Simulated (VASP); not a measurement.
The system is GaP.

```xyz
2
Lattice="0.0000 2.7258 2.7258 2.7258 0.0000 2.7258 2.7258 2.7258 0.0000" Properties=species:S:1:pos:R:3 pbc="T T T"
Ga    0.0000    0.0000    0.0000
P     4.0887    4.0887    4.0887
```

* Program: VASP 6.6.1
* Task: relaxation of cell and atoms
* Functional: PBE
* Potentials or basis: VASP PAW PBE potentials, release 64 (Ga_d, P)
* Cutoff: 600 eV
* k mesh: 8 × 8 × 8
* Occupations: gaussian, width 0.02 eV
* Spin: no spin polarisation

At the start: pressure 2.4 GPa; volume 20.25 Å³/atom.

Problem. How do energy, volume and symmetry change on relaxing?

Solution. Over 3 steps the energy falls by 4.4 meV/atom and the volume is 20.86 Å³/atom (+3.0 %); space group F-43m (No. 216, to 0.05 Å).

The path:
| step | energy change (eV) | largest force (eV/Å) | pressure (GPa) | volume (Å³) |
| --- | --- | --- | --- | --- |
| 1 | 0.0000 | 0.0000 | 2.41 | 40.51 |
| 2 | -0.0068 | 0.0000 | -1.04 | 42.32 |
| 3 | -0.0088 | 0.0000 | 0.00 | 41.71 |

Final structure:
```cif
data_structure
_symmetry_space_group_name_H-M 'P 1'
_symmetry_Int_Tables_number 1
_cell_length_a 3.8928
_cell_length_b 3.8928
_cell_length_c 3.8928
_cell_angle_alpha 60.000
_cell_angle_beta 60.000
_cell_angle_gamma 60.000
_cell_volume 41.71
loop_
_atom_site_label
_atom_site_type_symbol
_atom_site_fract_x
_atom_site_fract_y
_atom_site_fract_z
_atom_site_occupancy
Ga1 Ga 0.00000 0.00000 0.00000 1
P1 P 0.75000 0.75000 0.75000 1
```
